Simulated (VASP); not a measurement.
Input of a VASP 6.6.1 run:

Contents of INCAR:

```
ALGO = Normal
EDIFF = 1E-6
ENCUT = 520
GGA = PE
ISIF = 2
ISMEAR = 1
LASPH = True
LCHARG = False
LREAL = Auto
LWAVE = False
NBANDS = 90
NELM = 60
PREC = Accurate
SIGMA = 0.15
```

KPOINTS

```
k-points
0
Gamma
  2 2 2
```

The input POSCAR:

```
Tl8Cl7
1.0
    7.7454060000      0.0000000000      0.0000000000
    0.0000000000      7.7454060000      0.0000000000
    0.0000000000      0.0000000000      7.7454060000
Tl Cl
8 7
Direct
    0.0048587511      0.0025372459     -0.0033378496
    0.0038331109      0.0034419112      0.5044465067
    0.0023905784      0.4944503878     -0.0027674469
    0.0037916670      0.4959747752      0.5050889521
    0.4968475507      0.0034549512     -0.0029669200
    0.4960461724      0.0014345278      0.5051652554
    0.4948007890      0.4957871802     -0.0027736441
    0.4967109536      0.4944759513      0.5047155695
    0.2503443977      0.2489072878      0.2513509298
    0.2504072737      0.2486113704      0.7512562931
    0.2505491642      0.7485042101      0.2512735937
    0.2500770134      0.7477970813      0.7509736739
    0.7505079785      0.2467302553      0.2511780532
    0.7504328372      0.2487683667      0.7507805272
    0.7506430263      0.7486215700      0.7526120645
```

Potentials or basis: VASP PAW PBE potentials, release 64 (Tl_d, Cl).

Launch:

```console
$ cat potpaw_PBE.64/Tl_d/POTCAR potpaw_PBE.64/Cl/POTCAR > POTCAR
$ mpirun -np 1 vasp_std > vasp.out
```

(1) Predict the pressure.

(2) Estimate the band gap on the k mesh.

Results:

(1) 0.2 GPa.

(2) zero (an odd number of electrons rules out a gap without spin polarisation).

Caveat: the k points lie up to 0.41 Å⁻¹ apart, too coarse for converged energies and pressures of a metal; spin-orbit coupling is left out, which moves the levels of the heavy elements; an odd number of electrons without spin polarisation forces a metal; a magnetic or distorted state may lie lower.
